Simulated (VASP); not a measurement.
# TiO2 (I4_1/amd) in VASP: a series of runs

Runs on TiO2. Level: PBEsol. Tasks: relaxation of cell and atoms.

Everything below comes from runs of VASP 6.6.1. Logs are shortened: lines on timing, memory, paths and dates and some standing lists are left out, and cuts for length are marked.

## Step 1: The cell of the first run

Symmetry: I4_1/amd, No. 141, tetragonal system. Conventional cell: a = 3.784 Å, b = 3.784 Å, c = 9.515 Å, α = 90.00°, β = 90.00°, γ = 90.00°. Within 2.6 Å of Ti (site symmetry -4m2) lie 6 O at 1.93 to 1.98 Å. O (site symmetry 2mm) has 3 Ti at 1.93 to 1.98 Å and 2 O at 2.47 Å within 2.6 Å.

## Step 2: Relaxation of cell and atoms, PBEsol

File INCAR:

```
PREC = Accurate
ENCUT = 600
EDIFF = 1E-6
ISMEAR = 0
SIGMA = 0.03
LREAL = False
LASPH = True
NELM = 80
ALGO = Normal
ISIF = 3
LWAVE = False
LCHARG = False
GGA = PS
IBRION = 2
NSW = 90
EDIFFG = -0.01
KPAR = 2
```

File KPOINTS:

```
Automatic mesh
0
Gamma
  10 10 10
```

File POSCAR:

```
TiO2
1.0
   -1.8921000000      1.8921000000      4.7573000000
    1.8921000000     -1.8921000000      4.7573000000
    1.8921000000      1.8921000000     -4.7573000000
Ti O
2 4
Direct
    0.0000000000      0.0000000000      0.0000000000
    0.7500000000      0.2500000000      0.5000000000
    0.2081000000      0.2081000000      0.0000000000
    0.9581000000      0.4581000000      0.5000000000
    0.5419000000      0.0419000000      0.5000000000
    0.7919000000      0.7919000000      0.0000000000
```

Potentials or basis: VASP PAW PBE potentials, release 64 (Ti_sv, O).

On the command line:

```
$ cat potpaw_PBE.64/Ti_sv/POTCAR potpaw_PBE.64/O/POTCAR > POTCAR
$ mpirun -np 2 vasp_std > vasp.out
```

OUTCAR:

```text
PREC = Accurate
   ENCUT = 600
   EDIFF = 1E-6
   ISMEAR = 0
   LREAL = False
   LASPH = True
   NELM = 80
   ISIF = 3
   GGA = PS
   IBRION = 2
   NSW = 90
   EDIFFG = -0.01

 ion  position               nearest neighbor table
   1  0.000  0.000  0.000-   5 1.93   4 1.93   5 1.93   4 1.93   3 1.98   6 1.98
   2  0.750  0.250  0.500-   6 1.93   3 1.93   6 1.93   3 1.93   4 1.98   5 1.98
   3  0.208  0.208  0.000-   2 1.93   2 1.93   1 1.98
   4  0.958  0.458  0.500-   1 1.93   1 1.93   2 1.98
   5  0.542  0.042  0.500-   1 1.93   1 1.93   2 1.98
   6  0.792  0.792  0.000-   2 1.93   2 1.93   1 1.98

  LATTYP: Found a body centered tetragonal cell.
 ALAT       =     3.7842000000
 C/A-ratio  =     2.5142962846

  Lattice vectors:

 A1 = (  -1.8921000000,   1.8921000000,   4.7573000000)
 A2 = (   1.8921000000,  -1.8921000000,   4.7573000000)
 A3 = (   1.8921000000,   1.8921000000,  -4.7573000000)

Analysis of symmetry for initial positions (statically):
=====================================================================
 Subroutine PRICEL returns:
 Original cell was already a primitive cell.

 Routine SETGRP: Setting up the symmetry group for a
 body centered tetragonal supercell.

 Subroutine GETGRP returns: Found 16 space group operations
 (whereof  8 operations were pure point group operations)
 out of a pool of 16 trial point group operations.

The static configuration has the point symmetry D_2d.
 The point group associated with its full space group is D_4h.

Analysis of symmetry for dynamics (positions and initial velocities):
=====================================================================
 Subroutine PRICEL returns:
 Original cell was already a primitive cell.

 Routine SETGRP: Setting up the symmetry group for a
 body centered tetragonal supercell.

 Subroutine GETGRP returns: Found 16 space group operations
 (whereof  8 operations were pure point group operations)
 out of a pool of 16 trial point group operations.

The dynamic configuration has the point symmetry D_2d.
 The point group associated with its full space group is D_4h.

 Subroutine INISYM returns: Found 16 space group operations
 (whereof  8 operations are pure point group operations),
 and found     1 'primitive' translations

----------------------------------------------------------------------------------------

                                     Primitive cell

  volume of cell :      68.1253

  direct lattice vectors                    reciprocal lattice vectors
    -1.892100000  1.892100000  4.757300000     0.000000000  0.264256646  0.105101633
     1.892100000 -1.892100000  4.757300000     0.264256646  0.000000000  0.105101633
     1.892100000  1.892100000 -4.757300000     0.264256646  0.264256646  0.000000000

  length of vectors
     5.458203744  5.458203744  5.458203744     0.284390450  0.284390450  0.373715333

  position of ions in fractional coordinates (direct lattice)
     0.000000000  0.000000000  0.000000000
     0.750000000  0.250000000  0.500000000
     0.208100000  0.208100000  0.000000000
     0.958100000  0.458100000  0.500000000
     0.541900000  0.041900000  0.500000000
     0.791900000  0.791900000  0.000000000

  ion indices of the primitive-cell ions
   primitive index   ion index
                 1           1
                 2           2
                 3           3
                 4           4
                 5           5
                 6           6

----------------------------------------------------------------------------------------

 KPOINTS: Automatic mesh

Automatic generation of k-mesh.
 Grid dimensions read from file:
 generate k-points for:   10   10   10

 Generating k-lattice:

  Cartesian coordinates                     Fractional coordinates (reciprocal lattice)
     0.000000000  0.026425665  0.010510163     0.100000000  0.000000000  0.000000000
     0.026425665  0.000000000  0.010510163     0.000000000  0.100000000  0.000000000
     0.026425665  0.026425665  0.000000000     0.000000000  0.000000000  0.100000000

  Length of vectors
     0.028439045  0.028439045  0.037371533

  Shift w.r.t. Gamma in fractional coordinates (k-lattice)
     0.000000000  0.000000000  0.000000000

 Subroutine IBZKPT returns following result:
 ===========================================

 Found    102 irreducible k-points:

 Following reciprocal coordinates:
            Coordinates               Weight
  0.000000  0.000000  0.000000      1.000000
  0.100000 -0.000000  0.000000      8.000000
  0.200000 -0.000000  0.000000      8.000000
  0.300000 -0.000000  0.000000      8.000000
  0.400000  0.000000  0.000000      8.000000
  0.500000  0.000000  0.000000      4.000000
[... 16 lines left out ...]
  0.300000  0.300000  0.000000      8.000000
  0.400000  0.300000  0.000000     16.000000
 [... further k-points ...]
   k-points           NKPTS =    102   k-points in BZ     NKDIM =    102   number of bands    NBANDS=     28
   number of dos      NEDOS =    301   number of ions     NIONS =      6
   total plane-waves  NPLWV = 110592
   dimension x,y,z NGX =    48 NGY =   48 NGZ =   48
   dimension x,y,z NGXF=    96 NGYF=   96 NGZF=   96
   ions per type =               2   4
   NGX,Y,Z   is equivalent  to a cutoff of  14.62, 14.62, 14.62 a.u.
   NGXF,Y,Z  is equivalent  to a cutoff of  29.24, 29.24, 29.24 a.u.
 SYSTEM =  unknown system
   PREC   = accura    normal or accurate (medium, high low for compatibility)
   ISTART =      0    job   : 0-new  1-cont  2-samecut
   ICHARG =      2    charge: 1-file 2-atom 10-const
   ISPIN  =      1    spin polarized calculation?
   LNONCOLLINEAR =      F non collinear calculations
   LSORBIT =      F    spin-orbit coupling
   LASPH  =      T    aspherical Exc in radial PAW
   ENCUT  =  600.0 eV  44.10 Ry    6.64 a.u.  10.90 10.90 10.90*2*pi/ulx,y,z
   NELM   =     80;   NELMIN=  2; NELMDL= -5     # of ELM steps
   EDIFF  = 0.1E-05   stopping-criterion for ELM
   LREAL  =      F    real-space projection
   EDIFFG = -.1E-01   stopping-criterion for IOM
   NSW    =     90    number of steps for IOM
   IBRION =      2    ionic relax: 0-MD 1-quasi-New 2-CG
   NFREE  =      1    steps in history (QN), initial steepest desc. (CG)
   ISIF   =      3    stress and relaxation
   ISYM   =      2    0-nonsym 1-usesym 2-fastsym
   POTIM  = 0.5000    time-step for ionic-motion
   TEBEG  =    0.0;   TEEND  =   0.0 temperature during run
   PSTRESS=    0.0 pullay stress
   NELECT =      48.0000    total number of electrons
   NUPDOWN=      -1.0000    fix difference up-down
   EMIN   =  10.00;   EMAX   =-10.00  energy-range for DOS
   EFERMI =   0.00;   METHOD = LEGACY
   ISMEAR =     0;   SIGMA  =   0.03  broadening in eV -4-tet -1-fermi 0-gaus
   EFERMI_NEDOS =   21; number of points for ismear=-14 and -15
   IALGO  =     38    algorithm
   IMIX   =      4    mixing-type and parameters
     AMIX     =   0.40;   BMIX     =  1.00
     AMIX_MAG =   1.60;   BMIX_MAG =  1.00
  volume/ion in A,a.u.               =      11.35        76.62
  Fermi-wavevector in a.u.,A,eV,Ry     =   1.456752  2.752862 28.873289  2.122127
  Thomas-Fermi vector in A             =   2.573634
   LORBIT       =      0    0 simple, 1 ext, 2 COOP (PROOUT), +10 PAW based schemes
   GGA     = PS    functional components
   LHFCALC =     F    Hartree Fock is set to
   AEXX    =    0.0000 exact exchange contribution
   IVDW    =     0    specifies the selected vdW correction
   LEPSILON=     F    determine dielectric tensor
   LRPA    =     F    only Hartree local field effects (RPA)
 conjugate gradient relaxation of ions
 non-spin polarized calculation
 Gauss-broadening in eV      SIGMA  =   0.03
  energy-cutoff  :      600.00
  volume of cell :       68.13
 maximum number of plane-waves:      2300
 NGX is ok and might be reduce to    48
   NGX = 21   NGY = 21   NGZ = 21

--------------------------------------- Ionic step        1  -------------------------------------------

 number of electron      47.9999997 magnetization

 Free energy of the ion-electron system (eV)
  ---------------------------------------------------
  ext. energy  EPLUGINS =         0.00000000
  ---------------------------------------------------
  free energy    TOTEN  =       -56.22542237 eV

  energy without entropy =      -56.22542237  energy(sigma->0) =      -56.22542237

------------------------ aborting loop because EDIFF is reached ----------------------------------------

  FORCE on cell =-STRESS in cart. coord.  units (eV):
  Direction    XX          YY          ZZ          XY          YZ          ZX
  --------------------------------------------------------------------------------------
  -------------------------------------------------------------------------------------
  Total       -0.3652882     -0.3652882      0.0587806      0.0000000      0.0000000      0.0000000
  in kB       -8.5908780     -8.5908780      1.3824078      0.0000000      0.0000000      0.0000000
  external PRESSURE =      -5.2664494 kB  Pullay stress =       0.0000000 kB
[... 101 lines left out ...]
  FREE ENERGIE OF THE ION-ELECTRON SYSTEM (eV)
  ---------------------------------------------------
  free  energy   TOTEN  =       -56.2262038882 eV

  energy  without entropy=      -56.2262038882  energy(sigma->0) =      -56.22620389

[... ionic steps 4 to 9 ...]

--------------------------------------- Ionic step       10  -------------------------------------------

 number of electron      47.9999997 magnetization

------------------------ aborting loop because EDIFF is reached ----------------------------------------
[... 75 lines left out ...]
--------------------------------------- Ionic step       12  -------------------------------------------

 number of electron      47.9999997 magnetization

 Free energy of the ion-electron system (eV)
  ---------------------------------------------------
  ext. energy  EPLUGINS =         0.00000000
  ---------------------------------------------------
  free energy    TOTEN  =       -56.22661854 eV

  energy without entropy =      -56.22661854  energy(sigma->0) =      -56.22661854

 E-fermi :   3.5471     XC(G=0): -11.0252

 val. band max:        3.2875797210   @ k =  -0.4000   0.4000   0.0000
 cond. band min:       5.3804826700   @ k =   0.0000   0.0000   0.0000
 fundamental gap:      2.0929029490
 Fermi energy:         3.5470952300

 k-point     1 :       0.0000    0.0000    0.0000
  band No.  band energies     occupation
      1     -52.8175      2.00000
      2     -52.7557      2.00000
      3     -29.4067      2.00000
      4     -29.1603      2.00000
      5     -29.1603      2.00000
      6     -29.0877      2.00000
[... 733 lines left out ...]
     27       6.8456      0.00000
     28       6.9919      0.00000

 [... further k-points ...]

------------------------ aborting loop because EDIFF is reached ----------------------------------------

  FORCE on cell =-STRESS in cart. coord.  units (eV):
  Direction    XX          YY          ZZ          XY          YZ          ZX
  --------------------------------------------------------------------------------------
  -------------------------------------------------------------------------------------
  Total        0.0033278      0.0033278      0.0156834      0.0000000      0.0000000      0.0000000
  in kB        0.0784001      0.0784001      0.3694892      0.0000000      0.0000000      0.0000000
  external PRESSURE =       0.1754298 kB  Pullay stress =       0.0000000 kB
[... 21 lines left out ...]
  FREE ENERGIE OF THE ION-ELECTRON SYSTEM (eV)
  ---------------------------------------------------
  free  energy   TOTEN  =       -56.2266185361 eV

  energy  without entropy=      -56.2266185361  energy(sigma->0) =      -56.22661854

 reached required accuracy - stopping structural energy minimisation
```

Run time: 14 min. Hardware: 2 MPI ranks of Intel Xeon 6975P-C (Granite Rapids), shared host; peak memory 0.47 GiB.

What came out:

* Free energy: -56.2266 eV
* Relaxed volume: 11.33 Å³/atom
* Relaxed cell: a = 5.473 Å, b = 5.473 Å, c = 5.473 Å, α = 139.69°, β = 139.69°, γ = 58.33°
* Space group after relaxing (to 0.1 Å): I4_1/amd (No. 141)
* Energy gained by relaxing: 0.2 meV/atom
* Ionic steps: 12
* Pressure after relaxing: 0.0 GPa
* Band gap on the k mesh: 2.09 eV (least direct gap 2.42 eV)

Step by step:
```
step  energy change (eV)  largest force (eV/Å)  pressure (GPa)  volume (Å³)
   1              0.0000                0.0106           -0.53        68.13
   2             -0.0006                0.0091            0.55        67.76
   3             -0.0008                0.0024            0.22        67.87
   4             -0.0008                0.0023            0.16        67.89
   5             -0.0009                0.0267           -0.03        67.95
   6             -0.0009                0.0355           -0.13        67.97
   7             -0.0009                0.0316           -0.09        67.96
   8             -0.0009                0.0296           -0.08        67.96
   9             -0.0010                0.0275           -0.05        67.96
  10             -0.0011                0.0225            0.05        67.98
  11             -0.0012                0.0117            0.04        68.02
  12             -0.0012                0.0012            0.02        68.01
```

Final structure:
```
CELL_PARAMETERS angstrom
-1.88605 1.88605 4.77950
1.88605 -1.88605 4.77950
1.88605 1.88605 -4.77950
ATOMIC_POSITIONS crystal
Ti 0.00000 0.00000 0.00000
Ti 0.75000 0.25000 0.50000
O 0.20756 0.20756 0.00000
O 0.95756 0.45756 0.50000
O 0.54244 0.04244 0.50000
O 0.79244 0.79244 0.00000
```

Caveat: the PAW data sets were made with another functional, which shifts forces and pressure a little. A k mesh can miss the band edges.

## Step 3: Relaxation of cell and atoms, PBEsol

Changes to INCAR since step 2:

```diff
@@ -2,3 +2,3 @@
 ENCUT = 600
-EDIFF = 1E-6
+EDIFF = 1E-7
 ISMEAR = 0
@@ -15,3 +15,3 @@
 NSW = 90
-EDIFFG = -0.01
+EDIFFG = -0.005
 KPAR = 2
```

KPOINTS is that of step 2.

File POSCAR:

```
TiO2                                    
1.0
   -1.8860493893      1.8860493893      4.7794972993
    1.8860493893     -1.8860493893      4.7794972993
    1.8860493893      1.8860493893     -4.7794972993
  Ti              O             
     2     4
Direct
     0.0000000000000000    0.0000000000000000    0.0000000000000000
     0.7500000000000000    0.2500000000000000    0.5000000000000000
     0.2075587146242187    0.2075587146242187    0.0000000000000000
     0.9575587146242187    0.4575587146242186    0.5000000000000000
     0.5424412853757813    0.0424412853757814    0.5000000000000000
     0.7924412853757813    0.7924412853757813    0.0000000000000000
```

Potentials or basis: VASP PAW PBE potentials, release 64 (Ti_sv, O).

On the command line:

```
$ cat potpaw_PBE.64/Ti_sv/POTCAR potpaw_PBE.64/O/POTCAR > POTCAR
$ mpirun -np 2 vasp_std > vasp.out
```

It took 4 min on 2 MPI ranks of Intel Xeon 6975P-C (Granite Rapids), shared host; peak memory 0.42 GiB.

Results (log left out):

- Free energy: -56.2264 eV
- Pressure after relaxing: 0.0 GPa
- Band gap on the k mesh: 2.09 eV (least direct gap 2.42 eV)

Final structure:
```
Ti O
1.0
    -1.88605    1.88605    4.77950
     1.88605   -1.88605    4.77950
     1.88605    1.88605   -4.77950
Ti O
2 4
Cartesian
  0.0000 0.0000 0.0000
  0.0000 1.8860 2.3897
  0.0000 0.0000 1.9841
  0.0000 1.8860 4.3738
  0.0000 1.8860 0.4057
  0.0000 0.0000 7.5749
```

Levels at points of the mesh, in eV from the valence-band top:
```
           k point  band 22  band 23  band 24  band 25  band 26  band 27
(0.00, 0.00, 0.00)    -0.77    -0.46    -0.46     2.09     2.84     4.03
(0.50, 0.00, 0.00)    -0.96    -0.83    -0.64     3.25     3.57     3.58
(0.50, 0.50, 0.00)    -2.09    -0.04    -0.04     3.33     3.33     3.83
(0.50, 0.50, 0.50)    -1.26    -0.10    -0.10     2.45     2.45     3.79
```

Caveat: the relaxation stopped at its first step, so nothing moved; the PAW data sets were made with another functional, which shifts forces and pressure a little. PBEsol gaps usually lie below the measured ones, often by a third to a half.
